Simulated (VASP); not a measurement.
Here is a VASP 6.6.1 calculation.

Contents of INCAR:

```
SYSTEM = As3Se
  ALGO = Normal
  EDIFF = 1E-6
  ENCUT = 500
  GGA = PE
  GGA_COMPAT = .False.
  ISIF = 2
  ISMEAR = 0
  LASPH = .True.
  LCHARG = .False.
  LREAL = .False.
  LWAVE = .False.
  NBANDS = 18
  NELM = 120
  PREC = Accurate
  SIGMA = 0.2
```

The input KPOINTS:

```
k-points
0
Gamma
  6 4 3
  0 0 0
```

File POSCAR:

```
As3Se
1.0
    3.6949798484      0.0000000000      0.0000000000
    0.0000000000      3.7089732085      0.0000000000
    0.0000000000      0.0000000000      5.9347290825
As Se
3 1
Direct
    0.0000000000      0.0000000000      0.5000000000
    0.5000000000      0.5000000000      0.7215638342
    0.5000000000      0.5000000000      0.2784361658
    0.0000000000      0.0000000000      0.0000000000
```

Potentials or basis: VASP PAW PBE potentials, release 64 (As, Se).

Run with:

```sh
$ cat potpaw_PBE.64/As/POTCAR potpaw_PBE.64/Se/POTCAR > POTCAR
$ mpirun -np 1 vasp_std > vasp.out
```

(1) Estimate the pressure.

(2) Estimate the largest force.

Results:

(1) -0.1 GPa.

(2) 0.047 eV/Å.

Caveat: the k points lie up to 0.42 Å⁻¹ apart.
